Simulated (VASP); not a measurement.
# CO2 (fluorite type) (Fm-3m) in VASP: single point with PBE

Aim: the single point of CO2 (fluorite type) with PBE.

Everything below comes from runs of VASP 6.6.1. Logs are shortened: lines on timing, memory, paths and dates and some standing lists are left out, and cuts for length are marked.

### Step 1. The cell of the first run

It takes space group Fm-3m (No. 225, cubic). Conventional cell: a = 4.468 Å, b = 4.468 Å, c = 4.468 Å, α = 90.00°, β = 90.00°, γ = 90.00°. C (site symmetry m-3m) has 8 O at 1.93 Å within 2.6 Å. Within 2.6 Å of O (site symmetry -43m) lie 4 C at 1.93 Å and 6 O at 2.23 Å.

### Step 2. Single point, PBE

The input, INCAR:

```
ALGO     = Normal         # electronic algorithm
EDIFF    = 1E-6           # SCF threshold, eV
ENCUT    = 520            # plane-wave cutoff, eV
GGA      = PE             # functional
ISIF     = 2              # what is computed and relaxed
ISMEAR   = -1             # smearing method
LASPH    = T              # aspherical terms in the spheres
LCHARG   = F              # write CHGCAR
LREAL    = F              # projectors in reciprocal space
LWAVE    = F              # write WAVECAR
NBANDS   = 15             # bands
NELM     = 60             # most SCF steps
PREC     = Accurate       # precision mode
SIGMA    = 0.06122561905347299 # smearing width, eV
```

The input, KPOINTS:

```
k-points
0
Gamma
  42 42 42
```

The input, POSCAR:

```
CO2
1.0
    0.0000000000      2.2340284547      2.2340284547
    2.2340284547      0.0000000000      2.2340284547
    2.2340284547      2.2340284547      0.0000000000
C O
1 2
Direct
    0.0000000000      0.0000000000      0.0000000000
    0.2500000000      0.2500000000      0.2500000000
    0.7500000000      0.7500000000      0.7500000000
```

Potentials or basis: VASP PAW PBE potentials, release 64 (C, O).

Command:

```sh
cat potpaw_PBE.64/C/POTCAR potpaw_PBE.64/O/POTCAR > POTCAR
mpirun -np 1 vasp_std > vasp.out
```

OUTCAR:

```text
EDIFF = 1E-6
   ENCUT = 520
   GGA = PE
   ISIF = 2
   ISMEAR = -1
   LASPH = T
   LREAL = F
   NELM = 60
   PREC = Accurate

 ion  position               nearest neighbor table
   1  0.000  0.000  0.000-   3 1.93   3 1.93   3 1.93   2 1.93   2 1.93   2 1.93   3 1.93   2 1.93

   2  0.250  0.250  0.250-   1 1.93   1 1.93   1 1.93   1 1.93
   3  0.750  0.750  0.750-   1 1.93   1 1.93   1 1.93   1 1.93

  LATTYP: Found a face centered cubic cell.
 ALAT       =     4.4680569094

  Lattice vectors:

 A1 = (   0.0000000000,   2.2340284547,   2.2340284547)
 A2 = (   2.2340284547,   0.0000000000,   2.2340284547)
 A3 = (   2.2340284547,   2.2340284547,   0.0000000000)

Analysis of symmetry for initial positions (statically):
=====================================================================
 Subroutine PRICEL returns:
 Original cell was already a primitive cell.

 Routine SETGRP: Setting up the symmetry group for a
 face centered cubic supercell.

 Subroutine GETGRP returns: Found 48 space group operations
 (whereof 48 operations were pure point group operations)
 out of a pool of 48 trial point group operations.

The static configuration has the point symmetry O_h .

Analysis of symmetry for dynamics (positions and initial velocities):
=====================================================================
 Subroutine PRICEL returns:
 Original cell was already a primitive cell.

 Routine SETGRP: Setting up the symmetry group for a
 face centered cubic supercell.

 Subroutine GETGRP returns: Found 48 space group operations
 (whereof 48 operations were pure point group operations)
 out of a pool of 48 trial point group operations.

The dynamic configuration has the point symmetry O_h .

 Subroutine INISYM returns: Found 48 space group operations
 (whereof 48 operations are pure point group operations),
 and found     1 'primitive' translations

----------------------------------------------------------------------------------------

                                     Primitive cell

  volume of cell :      22.2995

  direct lattice vectors                    reciprocal lattice vectors
     0.000000000  2.234028455  2.234028455    -0.223810936  0.223810936  0.223810936
     2.234028455  0.000000000  2.234028455     0.223810936 -0.223810936  0.223810936
     2.234028455  2.234028455  0.000000000     0.223810936  0.223810936 -0.223810936

[... 94 lines left out ...]
   TEBEG  =    0.0;   TEEND  =   0.0 temperature during run
   PSTRESS=    0.0 pullay stress
   NELECT =      16.0000    total number of electrons
   NUPDOWN=      -1.0000    fix difference up-down
   EMIN   =  10.00;   EMAX   =-10.00  energy-range for DOS
   EFERMI =   0.00;   METHOD = LEGACY
   ISMEAR =    -1;   SIGMA  =   0.06  broadening in eV -4-tet -1-fermi 0-gaus
   EFERMI_NEDOS =   21; number of points for ismear=-14 and -15
   IALGO  =     38    algorithm
   IMIX   =      4    mixing-type and parameters
     AMIX     =   0.40;   BMIX     =  1.00
     AMIX_MAG =   1.60;   BMIX_MAG =  1.00
  volume/ion in A,a.u.               =       7.43        50.16
  Fermi-wavevector in a.u.,A,eV,Ry     =   1.465602  2.769587 29.225178  2.147990
  Thomas-Fermi vector in A             =   2.581440
   LORBIT       =      0    0 simple, 1 ext, 2 COOP (PROOUT), +10 PAW based schemes
   GGA     = PE    functional components
   LHFCALC =     F    Hartree Fock is set to
   AEXX    =    0.0000 exact exchange contribution
   IVDW    =     0    specifies the selected vdW correction
   LEPSILON=     F    determine dielectric tensor
   LRPA    =     F    only Hartree local field effects (RPA)
 non-spin polarized calculation
  energy-cutoff  :      520.00
  volume of cell :       22.30
 maximum number of plane-waves:       620
   NGX = 11   NGY = 11   NGZ = 11

 number of electron      16.0000002 magnetization

 Free energy of the ion-electron system (eV)
  ---------------------------------------------------
  ext. energy  EPLUGINS =         0.00000000
  ---------------------------------------------------
  free energy    TOTEN  =       -12.24372084 eV

  energy without entropy =      -12.21820650  energy(sigma->0) =      -12.23096367

 E-fermi :   4.9546     XC(G=0): -12.1436

 val. band max:        4.9545810894   @ k =  -0.1429   0.1190   0.0476
 cond. band min:       4.9554630344   @ k =   0.4286   0.3810   0.0238
 fundamental gap:      0.0008819450
 Fermi energy:         4.9546456974

 k-point     1 :       0.0000    0.0000    0.0000
  band No.  band energies     occupation
      1     -17.3519      2.00000
      2     -10.4887      2.00000
      3       0.6412      2.00000
      4       0.6412      2.00000
      5       0.6412      2.00000
      6       0.7520      2.00000
      7       2.1777      2.00000
      8       2.1777      2.00000
      9       2.1777      2.00000
     10       7.5949      0.00000
     11       7.5949      0.00000
     12       7.5949      0.00000
     13      19.7081      0.00000
     14      23.5953      0.00000
[... 401 lines left out ...]
      2     -10.5215      2.00000
      3       0.3445      2.00000
      4       0.5286      2.00000
      5       0.6129      2.00000
      6       0.6871      2.00000
      7       2.2026      2.00000
      8       2.2691      2.00000
      9       2.5311      2.00000
     10       7.5694      0.00000
     11       7.6420      0.00000
     12       7.6440      0.00000
     13      19.7390      0.00000
     14      23.6025      0.00000
     15      23.6352      0.00000

 [... further k-points ...]

------------------------ aborting loop because EDIFF is reached ----------------------------------------

  FORCE on cell =-STRESS in cart. coord.  units (eV):
  Direction    XX          YY          ZZ          XY          YZ          ZX
  --------------------------------------------------------------------------------------
  -------------------------------------------------------------------------------------
  Total        0.4913922      0.4913922      0.4913922      0.0000000     -0.0000000      0.0000000
  in kB       35.3055308     35.3055308     35.3055308      0.0000000     -0.0000000      0.0000000
  external PRESSURE =      35.3055308 kB  Pullay stress =       0.0000000 kB

 VOLUME and BASIS-vectors are now :
 -----------------------------------------------------------------------------
  energy-cutoff  :      520.00
  volume of cell :       22.30
      direct lattice vectors                 reciprocal lattice vectors
     0.000000000  2.234028455  2.234028455    -0.223810936  0.223810936  0.223810936
     2.234028455  0.000000000  2.234028455     0.223810936 -0.223810936  0.223810936
     2.234028455  2.234028455  0.000000000     0.223810936  0.223810936 -0.223810936

 POSITION                                       TOTAL-FORCE (eV/Angst)
 -----------------------------------------------------------------------------------
      0.00000      0.00000      0.00000        -0.000000     -0.000000     -0.000000
      1.11701      1.11701      1.11701        -0.000000      0.000000     -0.000000
      3.35104      3.35104      3.35104         0.000000      0.000000      0.000000
 -----------------------------------------------------------------------------------
    total drift:                                0.000000      0.000000      0.000000

  FREE ENERGIE OF THE ION-ELECTRON SYSTEM (eV)
  ---------------------------------------------------
  free  energy   TOTEN  =       -12.2437208438 eV

  energy  without entropy=      -12.2182064976  energy(sigma->0) =      -12.23096367
```

stdout:

```text
POSCAR found type information on POSCAR C O
 POSCAR found :  2 types and       3 ions
 scaLAPACK will be used
 LDA part: xc-table for (Slater+PW92), standard interpolation
 POSCAR, INCAR and KPOINTS ok, starting setup
 FFT: planning ... GRIDC
 FFT: planning ... GRID_SOFT
 FFT: planning ... GRID
 WAVECAR not read
 entering main loop
```

Wall time 3.8 min (1 thread of Intel Xeon 6975P-C, shared host); peak memory 0.6 GiB.

What came out:

| Quantity | Value |
| --- | --- |
| Free energy | -12.2437 eV |
| Pressure | 3.5 GPa |
| Band gap on the k mesh | zero (band 8 reaches 5.27 eV, above the bottom of band 9 at 2.18 eV) |
